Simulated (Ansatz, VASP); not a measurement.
# Si3BTe2: VASP beside Ansatz

```
Si B Te
1.0
     3.54868    0.00000    0.00000
     0.00000    3.71131    0.00000
     0.00000    0.00000   11.30460
Si B Te
3 1 2
Direct
  0.50000 0.00000 0.96846
  0.00000 0.00000 0.83544
  0.00000 0.50000 0.14848
  0.50000 0.50000 0.05743
  0.00000 0.00000 0.30747
  0.00000 0.50000 0.68271
```

Change from the starting cell: the structure that the rattled cell fell into.

Alike in both runs: functional PBE; k mesh 10 × 10 × 4; occupations gaussian, width 0.1 eV; no spin polarisation.

Ansatz relaxed the structure, and its values are those at the end. VASP's run is a single point on that final structure, the one shown.

|  | VASP | Ansatz |
| --- | --- | --- |
| version | VASP 6.6.1 | Ansatz 0.2.0 |
| potentials or method | VASP PAW PBE potentials, release 64 (Si, B, Te), cutoff 520 eV | scalar-relativistic, plane waves, PAW |
| valence electrons in the cell | 27 | 47 |

```tsv
	VASP	Ansatz	Ansatz less VASP
gap on the k mesh at the Fermi level (eV)	none	none	-
pressure (GPa)	0.0	0.0	-0.04
rms of the force components (eV/Å)	0.012	0.001	-0.0110
```

A gap of «none» marks a metal or a gap that the smearing closes. VASP's potentials hold 27 valence electrons a cell and Ansatz's 47, so a difference there can come from the potentials and not from the codes.

Spin-orbit coupling is off throughout.
